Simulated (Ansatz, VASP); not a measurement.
## Hg in VASP and in Ansatz

Contents of INCAR:

```
SYSTEM = Hg
ALGO = Normal
EDIFF = 1E-7
EDIFFG = -0.02
ENCUT = 600
GGA = PE
IBRION = 2
ISIF = 3
ISMEAR = 0
LASPH = .TRUE.
LCHARG = .FALSE.
LREAL = .FALSE.
LWAVE = .FALSE.
NELM = 100
NSW = 90
PREC = Accurate
SIGMA = 0.02
```

KPOINTS

```
k-points
0
G
  10 6 10
  0 0 0
```

The input POSCAR:

```
Hg
1.0
    3.5866218987      0.0000000000     -0.0036831378
    0.0000000000      5.6380358963      0.0000000000
   -1.7894323060      0.0000000000      3.1238572639
Hg
2
Direct
    0.6636584917      0.2500000000      0.8274506808
    0.3363415083      0.7500000000      0.1725493192
```

Input for Ansatz:

```yaml
crystal:
  lattice:
    - [3.5866218987, 0.0, -0.0036831378]
    - [0.0, 5.6380358963, 0.0]
    - [-1.789432306, 0.0, 3.1238572639]
  atoms:
    - { symbol: Hg, position: [0.6636584917, 0.25, 0.8274506808] }
    - { symbol: Hg, position: [0.3363415083, 0.75, 0.1725493192] }
basis:
  ecutwfc: 420
kpoints:
  mp_grid: { grid: [10, 6, 10] }
hamiltonian:
  xc: pbe
scf:
  occupations: { method: gaussian, width: 0.02 }
output:
  forces: true
  stress: true
  eigenvalues: true
relax:
  adjacent_minimum: "off"
  f_tol: 0.02
  max_steps: 70
  cell: { stress_tol: 0.1 }
```

Alike in both runs: task relaxation of cell and atoms; functional PBE; k mesh 10 × 6 × 10; occupations gaussian, width 0.02 eV; no spin polarisation.

```csv
,VASP,Ansatz
version,VASP 6.6.1,Ansatz 0.2.0
potentials or method,"VASP PAW PBE potentials, release 64 (Hg), cutoff 600 eV","scalar-relativistic, plane waves, PAW"
valence electrons in the cell,24,40
```

|  | VASP | Ansatz | Ansatz less VASP |
| --- | --- | --- | --- |
| gap on the k mesh at the Fermi level, each at its own relaxed structure (eV) | 0.39 | 0.38 | -0.009 |
| relaxed volume (Å³/atom) | 31.57 | 31.57 | 0.000 |
| relaxed cell length with the largest relative difference (Å) | 5.638 | 5.638 | 0.0000 |

VASP's potentials hold 24 valence electrons a cell and Ansatz's 40, so a difference there can come from the potentials and not from the codes.

Neither program's run includes spin-orbit coupling. Noted on VASP's run: the relaxation stopped at its first step, so nothing moved.
